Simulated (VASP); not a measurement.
# MgO (Fm-3m) in VASP: a series of runs

Runs on MgO. Level: r2SCAN. Tasks: single point.

Everything below comes from runs of VASP 6.6.1. Logs are shortened: lines on timing, memory, paths and dates and some standing lists are left out, and cuts for length are marked.

## 1. The cell of the first run

It takes space group Fm-3m (No. 225, cubic). The conventional cell has a = 4.211 Å, b = 4.211 Å, c = 4.211 Å, α = 90.00°, β = 90.00°, γ = 90.00°. Within 2.8 Å of Mg (site symmetry m-3m) lie 6 O at 2.11 Å. Within 2.8 Å of O (site symmetry m-3m) lie 6 Mg at 2.11 Å.

## 2. Single point, r2SCAN

Contents of POSCAR:

```
MgO
1.0
    0.0000000000      2.1055000000      2.1055000000
    2.1055000000      0.0000000000      2.1055000000
    2.1055000000      2.1055000000      0.0000000000
Mg O
1 1
Direct
    0.0000000000      0.0000000000      0.0000000000
    0.5000000000      0.5000000000      0.5000000000
```

Contents of INCAR.step1:

```
SYSTEM = MgO
PREC     = Accurate       ! precision mode
ENCUT    = 660            ! plane-wave cutoff, eV
ISMEAR   = 0              ! smearing method
SIGMA    = 0.05           ! smearing width, eV
LREAL    = .FALSE.        ! projectors in reciprocal space
LASPH    = .TRUE.         ! aspherical terms in the spheres
NELM     = 120            ! most SCF steps
NBANDS   = 11             ! bands
GGA      = PE             ! functional
ALGO     = Normal         ! electronic algorithm
EDIFF    = 1E-5           ! SCF threshold, eV
LWAVE    = .TRUE.         ! write WAVECAR
LCHARG   = .FALSE.        ! write CHGCAR
GGA_COMPAT= .FALSE.
```

Contents of INCAR.step2:

```
SYSTEM = MgO
PREC     = Accurate       ! precision mode
ENCUT    = 660            ! plane-wave cutoff, eV
EDIFF    = 1E-6           ! SCF threshold, eV
ISMEAR   = 0              ! smearing method
SIGMA    = 0.05           ! smearing width, eV
LREAL    = .FALSE.        ! projectors in reciprocal space
LASPH    = .TRUE.         ! aspherical terms in the spheres
NELM     = 120            ! most SCF steps
ALGO     = Normal         ! electronic algorithm
ISIF     = 2              ! what is computed and relaxed
LWAVE    = .FALSE.        ! write WAVECAR
LCHARG   = .TRUE.         ! write CHGCAR
METAGGA  = R2SCAN         ! meta-GGA
LMIXTAU  = .TRUE.       
LELF     = .TRUE.         ! ELF
LVHAR    = .TRUE.       
NBANDS   = 11             ! bands
ISTART   = 1            
GGA_COMPAT= .FALSE.
```

Contents of KPOINTS:

```
regular mesh
0
G
  8 8 8
  0 0 0
```

Potentials or basis: VASP PAW PBE potentials, release 64 (Mg, O).

On the command line:

```sh
> cat potpaw_PBE.64/Mg/POTCAR potpaw_PBE.64/O/POTCAR > POTCAR
> cp INCAR.step1 INCAR
> mpirun -np 1 vasp_std > vasp.out
> cp INCAR.step2 INCAR
> mpirun -np 1 vasp_std > vasp.out
```

OUTCAR:

```text
SYSTEM = MgO
   PREC = Accurate
   ENCUT = 660
   EDIFF = 1E-6
   ISMEAR = 0
   LREAL = .FALSE.
   LASPH = .TRUE.
   NELM = 120
   ISIF = 2
   METAGGA = R2SCAN
   ISTART = 1

 ion  position               nearest neighbor table
   1  0.000  0.000  0.000-   2 2.11   2 2.11   2 2.11   2 2.11   2 2.11   2 2.11
   2  0.500  0.500  0.500-   1 2.11   1 2.11   1 2.11   1 2.11   1 2.11   1 2.11

  LATTYP: Found a face centered cubic cell.
 ALAT       =     4.2110000000

  Lattice vectors:

 A1 = (   0.0000000000,   2.1055000000,   2.1055000000)
 A2 = (   2.1055000000,   0.0000000000,   2.1055000000)
 A3 = (   2.1055000000,   2.1055000000,   0.0000000000)

Analysis of symmetry for initial positions (statically):
=====================================================================
 Subroutine PRICEL returns:
 Original cell was already a primitive cell.

 Routine SETGRP: Setting up the symmetry group for a
 face centered cubic supercell.

 Subroutine GETGRP returns: Found 48 space group operations
 (whereof 48 operations were pure point group operations)
 out of a pool of 48 trial point group operations.

The static configuration has the point symmetry O_h .

Analysis of symmetry for dynamics (positions and initial velocities):
=====================================================================
 Subroutine PRICEL returns:
 Original cell was already a primitive cell.

 Routine SETGRP: Setting up the symmetry group for a
 face centered cubic supercell.

 Subroutine GETGRP returns: Found 48 space group operations
 (whereof 48 operations were pure point group operations)
 out of a pool of 48 trial point group operations.

The dynamic configuration has the point symmetry O_h .

 Subroutine INISYM returns: Found 48 space group operations
 (whereof 48 operations are pure point group operations),
 and found     1 'primitive' translations

----------------------------------------------------------------------------------------

                                     Primitive cell

  volume of cell :      18.6679

  direct lattice vectors                    reciprocal lattice vectors
     0.000000000  2.105500000  2.105500000    -0.237473284  0.237473284  0.237473284
     2.105500000  0.000000000  2.105500000     0.237473284 -0.237473284  0.237473284
     2.105500000  2.105500000  0.000000000     0.237473284  0.237473284 -0.237473284

  length of vectors
     2.977626656  2.977626656  2.977626656     0.411315794  0.411315794  0.411315794

  position of ions in fractional coordinates (direct lattice)
     0.000000000  0.000000000  0.000000000
     0.500000000  0.500000000  0.500000000

  ion indices of the primitive-cell ions
   primitive index   ion index
                 1           1
                 2           2

----------------------------------------------------------------------------------------

 KPOINTS: regular mesh

Automatic generation of k-mesh.
 Grid dimensions read from file:
 generate k-points for:    8    8    8

 Generating k-lattice:

  Cartesian coordinates                     Fractional coordinates (reciprocal lattice)
    -0.029684161  0.029684161  0.029684161     0.125000000  0.000000000  0.000000000
     0.029684161 -0.029684161  0.029684161     0.000000000  0.125000000  0.000000000
     0.029684161  0.029684161 -0.029684161     0.000000000  0.000000000  0.125000000

  Length of vectors
     0.051414474  0.051414474  0.051414474

  Shift w.r.t. Gamma in fractional coordinates (k-lattice)
     0.000000000  0.000000000  0.000000000

 Subroutine IBZKPT returns following result:
 ===========================================

 Found     29 irreducible k-points:

 Following reciprocal coordinates:
            Coordinates               Weight
  0.000000  0.000000  0.000000      1.000000
  0.125000  0.000000  0.000000      8.000000
  0.250000  0.000000  0.000000      8.000000
  0.375000  0.000000  0.000000      8.000000
  0.500000  0.000000  0.000000      4.000000
  0.125000  0.125000  0.000000      6.000000
[... 16 lines left out ...]
  0.500000  0.250000  0.125000     48.000000
 -0.375000  0.250000  0.125000     24.000000
 [... further k-points ...]
   k-points           NKPTS =     29   k-points in BZ     NKDIM =     29   number of bands    NBANDS=     11
   number of dos      NEDOS =    301   number of ions     NIONS =      2
   total plane-waves  NPLWV =  21952
   dimension x,y,z NGX =    28 NGY =   28 NGZ =   28
   dimension x,y,z NGXF=    56 NGYF=   56 NGZF=   56
   ions per type =               1   1
   NGX,Y,Z   is equivalent  to a cutoff of  15.63, 15.63, 15.63 a.u.
   NGXF,Y,Z  is equivalent  to a cutoff of  31.27, 31.27, 31.27 a.u.
 SYSTEM =  MgO
   PREC   = accura    normal or accurate (medium, high low for compatibility)
   ISTART =      1    job   : 0-new  1-cont  2-samecut
   ICHARG =      0    charge: 1-file 2-atom 10-const
   ISPIN  =      1    spin polarized calculation?
   LNONCOLLINEAR =      F non collinear calculations
   LSORBIT =      F    spin-orbit coupling
   LASPH  =      T    aspherical Exc in radial PAW
   ENCUT  =  660.0 eV  48.51 Ry    6.96 a.u.   6.24  6.24  6.24*2*pi/ulx,y,z
   NELM   =    120;   NELMIN=  2; NELMDL=  0     # of ELM steps
   EDIFF  = 0.1E-05   stopping-criterion for ELM
   LREAL  =      F    real-space projection
   EDIFFG = 0.1E-04   stopping-criterion for IOM
   NSW    =      0    number of steps for IOM
   IBRION =     -1    ionic relax: 0-MD 1-quasi-New 2-CG
   NFREE  =      0    steps in history (QN), initial steepest desc. (CG)
   ISIF   =      2    stress and relaxation
   ISYM   =      2    0-nonsym 1-usesym 2-fastsym
   POTIM  = 0.5000    time-step for ionic-motion
   TEBEG  =    0.0;   TEEND  =   0.0 temperature during run
   PSTRESS=    0.0 pullay stress
   NELECT =       8.0000    total number of electrons
   NUPDOWN=      -1.0000    fix difference up-down
   EMIN   =  10.00;   EMAX   =-10.00  energy-range for DOS
   EFERMI =   0.00;   METHOD = LEGACY
   ISMEAR =     0;   SIGMA  =   0.05  broadening in eV -4-tet -1-fermi 0-gaus
   EFERMI_NEDOS =   21; number of points for ismear=-14 and -15
   IALGO  =     38    algorithm
   IMIX   =      4    mixing-type and parameters
     AMIX     =   0.40;   BMIX     =  1.00
     AMIX_MAG =   1.60;   BMIX_MAG =  1.00
  volume/ion in A,a.u.               =       9.33        62.99
  Fermi-wavevector in a.u.,A,eV,Ry     =   1.234259  2.332411 20.727046  1.523395
  Thomas-Fermi vector in A             =   2.368956
   LORBIT       =      0    0 simple, 1 ext, 2 COOP (PROOUT), +10 PAW based schemes
   METAGGA = R2SCAN    functional components
   LHFCALC =     F    Hartree Fock is set to
   AEXX    =    0.0000 exact exchange contribution
   IVDW    =     0    specifies the selected vdW correction
   LEPSILON=     F    determine dielectric tensor
   LRPA    =     F    only Hartree local field effects (RPA)
 non-spin polarized calculation
 Gauss-broadening in eV      SIGMA  =   0.05
  energy-cutoff  :      660.00
  volume of cell :       18.67
 maximum number of plane-waves:       730
 NGX is ok and might be reduce to    28
   NGX = 13   NGY = 13   NGZ = 13

 number of electron       7.9999999 magnetization

 Free energy of the ion-electron system (eV)
  ---------------------------------------------------
  ext. energy  EPLUGINS =         0.00000000
  ---------------------------------------------------
  free energy    TOTEN  =       -16.16669118 eV

  energy without entropy =      -16.16669118  energy(sigma->0) =      -16.16669118

 E-fermi :   2.9843     XC(G=0): -11.5960

 val. band max:        2.7782327763   @ k =   0.0000   0.0000   0.0000
 cond. band min:       8.3947219906   @ k =   0.0000   0.0000   0.0000
 fundamental gap:      5.6164892143
 Fermi energy:         2.9843234466

 k-point     1 :       0.0000    0.0000    0.0000
  band No.  band energies     occupation
      1     -15.4235      2.00000
      2       2.7782      2.00000
      3       2.7782      2.00000
      4       2.7782      2.00000
      5       8.3947      0.00000
      6      19.6221      0.00000
      7      19.6221      0.00000
      8      19.6221      0.00000
      9      23.7715      0.00000
     10      25.5381      0.00000
     11      25.5381      0.00000

 k-point     2 :       0.1250    0.0000    0.0000
  band No.  band energies     occupation
      1     -15.2632      2.00000
      2       1.8524      2.00000
      3       2.6723      2.00000
      4       2.6723      2.00000
      5       9.2952      0.00000
      6      17.9497      0.00000
      7      20.0005      0.00000
      8      20.0005      0.00000
      9      24.5790      0.00000
     10      24.5790      0.00000
     11      26.0073      0.00000

 k-point     3 :       0.2500    0.0000    0.0000
  band No.  band energies     occupation
      1     -14.8484      2.00000
      2       0.1421      2.00000
      3       2.4278      2.00000
      4       2.4278      2.00000
      5      10.7741      0.00000
      6      16.4205      0.00000
      7      20.5381      0.00000
      8      20.5381      0.00000
      9      24.1930      0.00000
     10      24.1930      0.00000
     11      26.2705      0.00000

 k-point     4 :       0.3750    0.0000    0.0000
  band No.  band energies     occupation
      1     -14.3850      2.00000
      2      -1.2805      2.00000
      3       2.1971      2.00000
      4       2.1971      2.00000
      5      11.4986      0.00000
      6      16.3088      0.00000
      7      20.3819      0.00000
      8      20.3819      0.00000
      9      25.4824      0.00000
     10      25.6011      0.00000
     11      25.6011      0.00000

 k-point     5 :       0.5000    0.0000    0.0000
  band No.  band energies     occupation
      1     -14.1748      2.00000
      2      -1.8337      2.00000
      3       2.1053      2.00000
      4       2.1053      2.00000
      5      11.5884      0.00000
      6      16.5951      0.00000
      7      20.2129      0.00000
      8      20.2129      0.00000
      9      25.1684      0.00000
     10      26.7609      0.00000
     11      26.7609      0.00000
[... 211 lines left out ...]
 k-point    21 :       0.5000    0.5000    0.0000
  band No.  band energies     occupation
      1     -13.9250      2.00000
      2      -1.3242      2.00000
      3       1.4036      2.00000
      4       1.4036      2.00000
      5      12.8170      0.00000
      6      13.8515      0.00000
      7      17.0781      0.00000
      8      23.1621      0.00000
      9      23.1621      0.00000
     10      29.4565      0.00000
     11      31.0670      0.00000

 k-point    22 :       0.3750    0.2500    0.1250
  band No.  band energies     occupation
      1     -14.5530      2.00000
      2      -0.2229      2.00000
      3       1.6184      2.00000
      4       2.1498      2.00000
      5      12.2304      0.00000
      6      15.2657      0.00000
      7      19.0433      0.00000
      8      21.5657      0.00000
      9      22.0744      0.00000
     10      26.5954      0.00000
     11      30.1670      0.00000

 k-point    23 :       0.5000    0.2500    0.1250
  band No.  band energies     occupation
      1     -14.1893      2.00000
      2      -0.9235      2.00000
      3       1.0435      2.00000
      4       1.8930      2.00000
      5      13.2509      0.00000
      6      15.4957      0.00000
      7      17.8733      0.00000
      8      21.1556      0.00000
      9      23.7260      0.00000
     10      26.5904      0.00000
     11      30.3630      0.00000

 k-point    24 :      -0.3750    0.2500    0.1250
  band No.  band energies     occupation
      1     -14.0286      2.00000
      2      -1.2196      2.00000
      3       0.8362      2.00000
      4       1.7719      2.00000
      5      13.4131      0.00000
      6      16.1220      0.00000
      7      17.4343      0.00000
      8      20.8949      0.00000
      9      24.5621      0.00000
     10      26.2872      0.00000
     11      30.5095      0.00000

 [... further k-points ...]

------------------------ aborting loop because EDIFF is reached ----------------------------------------

  FORCE on cell =-STRESS in cart. coord.  units (eV):
  Direction    XX          YY          ZZ          XY          YZ          ZX
  --------------------------------------------------------------------------------------
  -------------------------------------------------------------------------------------
  Total       -0.2584714     -0.2584714     -0.2584714      0.0000000     -0.0000000     -0.0000000
  in kB      -22.1833579    -22.1833579    -22.1833579      0.0000000     -0.0000000     -0.0000000
  external PRESSURE =     -22.1833579 kB  Pullay stress =       0.0000000 kB

 VOLUME and BASIS-vectors are now :
 -----------------------------------------------------------------------------
  energy-cutoff  :      660.00
  volume of cell :       18.67
      direct lattice vectors                 reciprocal lattice vectors
     0.000000000  2.105500000  2.105500000    -0.237473284  0.237473284  0.237473284
     2.105500000  0.000000000  2.105500000     0.237473284 -0.237473284  0.237473284
     2.105500000  2.105500000  0.000000000     0.237473284  0.237473284 -0.237473284

 POSITION                                       TOTAL-FORCE (eV/Angst)
 -----------------------------------------------------------------------------------
      0.00000      0.00000      0.00000         0.000000     -0.000000     -0.000000
      2.10550      2.10550      2.10550        -0.000000      0.000000      0.000000
 -----------------------------------------------------------------------------------
    total drift:                                0.000000      0.000000      0.000000

  FREE ENERGIE OF THE ION-ELECTRON SYSTEM (eV)
  ---------------------------------------------------
  free  energy   TOTEN  =       -16.1666911765 eV

  energy  without entropy=      -16.1666911765  energy(sigma->0) =      -16.16669118
```

Run time: 66 s. Hardware: 1 thread of Intel Xeon 8259CL, shared host; peak memory 0.17 GiB.

What came out:

| Property | Result |
| --- | --- |
| Free energy | -16.1667 eV |
| Pressure | -2.2 GPa |
| Band gap on the k mesh | 5.62 eV |

Levels at points of the mesh, in eV from the valence-band top:
```
           k point  band 1  band 2  band 3  band 4  band 5  band 6  band 7  band 8
(0.00, 0.00, 0.00)  -18.20    0.00    0.00    0.00    5.62   16.84   16.84   16.84
(0.50, 0.00, 0.00)  -16.95   -4.61   -0.67   -0.67    8.81   13.82   17.43   17.43
(0.50, 0.50, 0.00)  -16.70   -4.10   -1.37   -1.37   10.04   11.07   14.30   20.38
```

Caveat: the PAW data sets were made with another functional, which shifts forces and pressure a little. r2SCAN opens gaps a little over a GGA but as a rule still falls short of measured ones.

(Part 1 of 2 ends here.)
